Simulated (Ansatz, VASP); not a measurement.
# ZnS: VASP beside Ansatz

The input INCAR:

```
PREC     = Accurate       # precision mode
ENCUT    = 520            # plane-wave cutoff, eV
EDIFF    = 1E-6           # SCF threshold, eV
ISMEAR   = -1             # smearing method
SIGMA    = 0.08           # smearing width, eV
LREAL    = False          # projectors in reciprocal space
LASPH    = True           # aspherical terms in the spheres
NELM     = 80             # most SCF steps
ALGO     = Normal         # electronic algorithm
ISIF     = 2              # what is computed and relaxed
LWAVE    = False          # write WAVECAR
LCHARG   = False          # write CHGCAR
GGA      = PE             # functional
NBANDS   = 16             # bands
```

The input KPOINTS:

```
Automatic mesh
0
Gamma
  17 17 17
```

Contents of POSCAR:

```
ZnS
1.0
    0.0000000000      2.1759005741      2.1759005741
    2.1759005741      0.0000000000      2.1759005741
    2.1759005741      2.1759005741      0.0000000000
Zn S
1 1
Direct
    0.0000000000      0.0000000000      0.0000000000
    0.5000000000      0.5000000000      0.5000000000
```

Input for Ansatz:

```yaml
crystal:
  lattice:
    - [0.0, 2.1759005741, 2.1759005741]
    - [2.1759005741, 0.0, 2.1759005741]
    - [2.1759005741, 2.1759005741, 0.0]
  atoms:
    - { symbol: Zn, position: [0.0, 0.0, 0.0] }
    - { symbol: S, position: [0.5, 0.5, 0.5] }
kpoints:
  mp_grid: { grid: [17, 17, 17] }
scf:
  occupations: { method: fermi_dirac, width: 0.08 }
hamiltonian:
  xc: pbe
  pseudopotentials: { kind: paw }
output:
  forces: true
  stress: true
  eigenvalues: true
```

Change from the starting cell: volume scaled by 0.62, to set the pressure.

Alike in both runs: task single point; functional PBE; k mesh 17 × 17 × 17; occupations fermi-dirac, width 0.08 eV; no spin polarisation.

|  | VASP | Ansatz |
| --- | --- | --- |
| version | VASP 6.6.1 | Ansatz 0.2.0 |
| potentials or method | VASP PAW PBE potentials, release 64 (Zn, S) | PAW with Ansatz's default frozen-core files, scalar-relativistic |
| plane-wave cutoff (eV) | 520 | 420 |
| valence electrons in the cell | 18 | 18 |

|  | VASP | Ansatz | Ansatz less VASP |
| --- | --- | --- | --- |
| pressure (GPa) | 120.8 | 119.6 | -1.15 |

Both programs put the cell under a high pressure, so it lies far from rest at this level.

Noted on VASP's run: the cell as given lies far from equilibrium.
